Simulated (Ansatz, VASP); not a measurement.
# SnS2 in VASP and in Ansatz

```xyz
3
Lattice="3.6390 0.0000 0.0000 -1.8195 3.1515 0.0000 0.0000 0.0000 5.8680" Properties=species:S:1:pos:R:3 pbc="T T T"
Sn    0.0000    0.0000    0.0000
S     0.0000    2.1010    1.4670
S     1.8195    1.0505    4.4010
```

Alike in both runs: task single point; functional PBEsol; k mesh 4 × 4 × 2; no spin polarisation.

```csv
,VASP,Ansatz
version,VASP 6.6.1,Ansatz 0.2.0
potentials or method,"VASP PAW PBE potentials, release 64 (Sn_d, S)","plane waves, PAW"
plane-wave cutoff (eV),500,420
occupations,"gaussian, width 0.01 eV",fixed
valence electrons in the cell,26,26
```

|  | VASP | Ansatz | Ansatz less VASP |
| --- | --- | --- | --- |
| gap on the k mesh at the Fermi level (eV) | 1.43 | 1.41 | -0.014 |
| pressure (GPa) | 1.4 | 1.5 | +0.08 |
| traceless stress, the component that is largest in VASP (GPa) | -0.70 | -0.73 | -0.024 |
| rms of the force components (eV/Å) | 0.032 | 0.032 | +0.0002 |

VASP's potentials were made for PBE, not for PBEsol. Atom by atom the forces differ by 0.000 eV/Å (rms over components).

The k mesh is coarse, so the values compare programs but aren't converged.
